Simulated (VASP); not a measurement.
# H2CO2 in VASP: further runs, part 2 of 2

VASP 6.6.1. The steps go on from the part before.

## (3) Single point, LDA

INCAR

```
SYSTEM = H2CO2
PREC     = Accurate       ! precision mode
ENCUT    = 1000           ! plane-wave cutoff, eV
EDIFF    = 1E-6           ! SCF threshold, eV
ISMEAR   = -1             ! smearing method
SIGMA    = 0.05           ! smearing width, eV
LREAL    = Auto         
LASPH    = .TRUE.         ! aspherical terms in the spheres
NELM     = 120            ! most SCF steps
ALGO     = Normal         ! electronic algorithm
ISIF     = 2              ! what is computed and relaxed
LWAVE    = .FALSE.        ! write WAVECAR
LCHARG   = .TRUE.         ! write CHGCAR
LELF     = .TRUE.         ! ELF
LVHAR    = .TRUE.       
NBANDS   = 98             ! bands
GGA_COMPAT= .FALSE.
```

KPOINTS

```
regular mesh
0
G
  1 1 1
  0 0 0
```

POSCAR

```
H2CO2
1.0
    7.9581140000      0.0000000000      0.0000000000
    0.0000000000      7.9581140000      0.0000000000
    0.0000000000      0.0000000000      7.9581140000
O C H
16 8 16
Direct
    0.2960249124      0.3803539381      1.0384746939
    0.2314241791      0.3476828806      0.7656587981
    0.5439731072      0.7559580071      0.7497756378
    0.4834562561      0.5879910743      0.9583929057
    0.7059210260      0.2333216136      0.5971641019
    0.7993476846      0.1602012738      0.3482357755
    0.0135459231      0.8163115030      0.7500395194
    0.2055512148      0.9398960608      0.9162723731
    0.6022029843      0.7750580100      0.3975313749
    0.6429664114      0.5227117882      0.4677992801
    0.0643494175      0.0486044809      0.1923822654
    0.2058904911      0.0603032327      0.4319616432
    0.1940912131      0.5999914050      0.6236150927
    0.2010652273      0.4669322405      0.3718092000
    0.7306128060      0.3026345187      0.9225552687
    0.6044899583      0.0558298109      0.8969838834
    0.2096350970      0.3152003100      0.9195143472
    0.5079972466      0.6145677230      0.8124035418
    0.7545380727      0.1219133076      0.4885579674
    0.0634321147      0.9375588236      0.8546497323
    0.6177845655      0.6230245005      0.3577103821
    0.1995950297      0.0281599384      0.2830947131
    0.1931739103      0.5886947586      0.4609006606
    0.6527425971      0.1649637087      0.9813003433
    0.4041284154      0.4644819112      1.0057785048
    0.1100637664      0.2265737837      0.9483654042
    0.5599693596      0.8573011143      0.8276458467
    0.4970273107      0.5076328386      0.7271572134
    0.6848984571      0.3389496557      0.5313696185
    0.7598408367     -0.0003267106      0.5468758050
    0.1119988982      0.7517610328      0.7025533939
   -0.0301453334      1.0376076543      0.8940686198
    0.6229491058      0.7795314317      0.5200729721
    0.5855533107      0.5990489706      0.2268753627
   -0.0324951364      0.0881741578      0.2726148432
    0.3227020875      0.0018974345      0.2040181882
    0.2421930623      0.4737554652      0.6879016812
    0.1327450197      0.7125055007      0.4117935481
    0.6996004330      0.2872791217      0.8028032773
    0.6109487750      0.1719879861      1.1196371402
```

Potentials or basis: VASP PAW LDA potentials, release 64 (O_h, C_h, H_h).

Started as:

```sh
$ cat potpaw_LDA.64/O_h/POTCAR potpaw_LDA.64/C_h/POTCAR potpaw_LDA.64/H_h/POTCAR > POTCAR
$ mpirun -np 1 vasp_gam > vasp.out
```

It took 3 min on 1 thread of Intel Xeon Platinum 8488C (Sapphire Rapids), shared host; peak memory 0.72 GiB.

The run converged. Its results:

- Free energy: -258.6893 eV
- Pressure: 1.7 GPa
- Largest force: 5.293 eV/Å
- Band gap on the k mesh: 3.19 eV

Forces in eV/Å, atoms in the order of the input:
```
O   -0.681 -1.475  0.079
O    0.017 -1.350  0.933
O    0.842  1.723 -0.878
O    0.620  1.181  2.787
O   -0.707  0.323  0.249
O   -0.148 -0.334 -0.328
O   -1.084  2.150  0.754
O   -1.253  0.191 -1.037
O    0.055  3.357 -0.097
O    0.697 -2.203  0.893
O   -1.160  0.060  0.364
O    0.095 -0.670  0.057
O    1.842 -0.678  0.468
O    1.058 -0.310  0.242
O   -0.837 -0.766  0.619
O   -1.002 -3.848 -2.961
C    1.372  1.441 -0.736
C   -0.117 -0.862 -1.125
C    0.759  0.512  0.030
C    1.985 -1.015  0.448
C   -0.859 -1.288 -0.368
C    1.781  1.100 -0.054
C   -2.943  1.517 -1.126
C   -0.046  3.457  4.009
H   -1.117 -0.490 -0.361
H   -0.246 -0.295  0.671
H   -0.328 -0.175  0.101
H    0.076  0.043 -0.859
H   -0.017  1.133 -0.386
H    0.208 -1.096  0.103
H    0.269 -0.622  0.071
H   -0.029 -0.755 -0.506
H   -0.312  0.147  0.538
H    0.232 -0.368 -0.667
H    0.645 -0.299 -0.764
H   -1.651 -0.093  0.615
H   -0.906  0.803 -0.027
H    0.962 -0.441 -0.112
H    0.887  0.146 -0.894
H    1.040  0.151 -0.746
```

Stress tensor (GPa, compression positive):
```
-1.59  0.32 -0.15
 0.32  3.56 -0.42
-0.15 -0.42  3.09
```

Levels at points of the mesh, in eV from the valence-band top:
```
           k point  band 68  band 69  band 70  band 71  band 72  band 73  band 74  band 75  band 76  band 77
(0.00, 0.00, 0.00)    -1.47    -1.29    -0.52    -0.13     0.00     3.19     3.38     3.68     3.78     4.00
```

Caveat: the k points lie up to 0.79 Å⁻¹ apart; the atoms stand as in a frame of molecular dynamics.

## (4) Single point, LDA

INCAR

```
PREC = Accurate ; ENCUT = 1000
EDIFF = 1E-6 ; ISMEAR = -1
SIGMA = 0.05 ; LREAL = Auto
LASPH = T ; NELM = 120
ALGO = Normal ; ISIF = 2
LWAVE = F ; LCHARG = T
GGA = CA ; LELF = T
LVHAR = T ; NBANDS = 98
GGA_COMPAT = F
```

KPOINTS

```
Automatic mesh
0
Gamma
  1 1 1
```

POSCAR

```
H2CO2
1.0
    7.9581140000      0.0000000000      0.0000000000
    0.0000000000      7.9581140000      0.0000000000
    0.0000000000      0.0000000000      7.9581140000
O C H
16 8 16
Direct
    0.2951453070      0.3683159100      1.0435387078
    0.2261842442      0.3421413667      0.7726328122
    0.5430935018      0.7677070220      0.7515725460
    0.4890731648      0.6045904846      0.9688099467
    0.6963333272      0.2457114839      0.5837438368
    0.7993225531      0.1520083779      0.3390501820
    0.0020482240      0.8021624219      0.7496248483
    0.2004495035      0.9312382306      0.9045107924
    0.6210642371      0.7871086039      0.4014393360
    0.6373118053      0.5260417230      0.4824384270
    0.0778827747      0.0380115188      0.1821788429
    0.2134676633      0.0351842158      0.4297249323
    0.2142593082      0.6018762737      0.6203354212
    0.1967300293      0.4608880948      0.3865111759
    0.7299216875      0.2890508982      0.9186473076
    0.6086492352      0.0346815841      0.8915428957
    0.1987405559      0.3106514936      0.9258475061
    0.5210405380      0.6237156191      0.8209608457
    0.7622283370      0.1299302825      0.4844615194
    0.0635326410      0.9235228347      0.8491710473
    0.6108356829      0.6312299623      0.3769988718
    0.2080769388      0.0286374385      0.2807323444
    0.1942671341      0.5968876545      0.4641803322
    0.6491362149      0.1572860102      0.9692497494
    0.3754784111      0.4630996741      1.0262984421
    0.1047986998      0.2197002958      0.9662716568
    0.5385195538      0.8716135506      0.8253463069
    0.5425531728      0.5159765241      0.7370213596
    0.6711389156      0.3583638033      0.5170069190
    0.7826854453      0.0195146740      0.5629725837
    0.0898705397      0.7233623444      0.7083713553
   -0.0272175040      1.0137452165      0.9020981604
    0.5962844966      0.8137480815      0.5226363935
    0.5964101545      0.6015746947      0.2466036551
   -0.0276070436      0.0695013919      0.2407354305
    0.3214329425      0.0073132906      0.1825935140
    0.2129273343      0.4756026365      0.6544264131
    0.1895298308      0.7218167521      0.3869384128
    0.7408916233      0.2693728690      0.8006042638
    0.6132985780      0.1617468662      1.1106274678
```

Started as:

```sh
$ cat potpaw_LDA.64/O_h/POTCAR potpaw_LDA.64/C_h/POTCAR potpaw_LDA.64/H_h/POTCAR > POTCAR
$ mpirun -np 1 vasp_gam > vasp.out
```

Run time: 3.5 min. Hardware: 1 thread of Intel Xeon Platinum 8259CL at 2.50GHz (Skylake/Cascade Lake), shared host; peak memory 0.73 GiB.

Results (log left out):

```yaml
Free_energy: -259.2123 eV
Pressure: 1.9 GPa
Largest_force: 6.131 eV/Å
Band_gap_on_the_k_mesh: 3.74 eV
```

Forces on the atoms (eV/Å):
```
O   -1.723 -1.611  1.186
O   -0.985 -0.798  1.975
O    0.146  0.371 -1.337
O   -0.279  0.297  0.955
O    0.106  0.067 -0.690
O    0.038 -0.189 -0.417
O   -0.952  1.621  0.612
O    2.941 -0.162  0.040
O   -0.945  2.802  0.864
O   -0.295 -0.683  1.350
O   -1.139  0.326 -0.383
O    0.004 -0.056  1.232
O    0.030  0.683  2.403
O   -0.301  2.012  0.796
O   -0.030  0.134  1.210
O    0.182 -0.433 -1.445
C    2.446  1.254 -2.444
C    0.234 -0.419  0.354
C   -0.076  1.051  1.007
C   -1.583 -1.284 -0.386
C    1.007 -1.298 -1.013
C    2.180 -0.398 -2.599
C    0.347 -1.431 -5.952
C   -1.272 -0.095  3.993
H    0.698  0.624 -1.132
H   -0.356 -0.159  0.356
H    0.005  0.073  0.425
H   -0.174  0.014 -0.305
H    0.031 -0.309  0.162
H    0.358 -0.986 -0.102
H    0.671 -0.090  0.068
H   -0.990  0.078 -0.568
H    0.417 -0.258  0.228
H   -0.361 -0.418 -1.367
H   -0.513  0.132  0.727
H   -0.958  0.214  1.592
H    0.283 -0.267  1.189
H   -0.143 -0.871  1.236
H    0.422  0.115 -2.644
H    0.526  0.350 -1.179
```

Stress tensor (GPa, compression positive):
```
 0.94 -0.26  0.54
-0.26  1.70 -0.35
 0.54 -0.35  2.98
```

Levels at points of the mesh, in eV from the valence-band top:
| k point | band 68 | band 69 | band 70 | band 71 | band 72 | band 73 | band 74 | band 75 | band 76 | band 77 |
| --- | --- | --- | --- | --- | --- | --- | --- | --- | --- | --- |
| (0.00, 0.00, 0.00) | -1.00 | -0.72 | -0.37 | -0.16 | 0.00 | 3.74 | 3.95 | 4.15 | 4.31 | 4.44 |

Caveat: the k points lie up to 0.79 Å⁻¹ apart; the atoms stand as in a frame of molecular dynamics.

## (5) Overview

| cell | gap on the mesh (eV) | pressure (GPa) | largest force (eV/Å) |
| --- | --- | --- | --- |
| as given, atomic positions A | 3.17 | -1.3 | 6.19 |
| as given, atomic positions B | 3.19 | 1.7 | 5.29 |
| as given, atomic positions C | 3.74 | 1.9 | 6.13 |

Alike in all rows: task single point; level LDA; potentials or basis VASP PAW LDA potentials, release 64 (O_h, C_h, H_h); no spin polarisation; k mesh 1 × 1 × 1; cutoff (eV) 1000; smearing fermi-dirac 0.05 eV.

Caveats: all runs use coarse meshes; the atoms stand as in a frame of molecular dynamics.

Absolute energies hang on the potentials; compare differences alone.
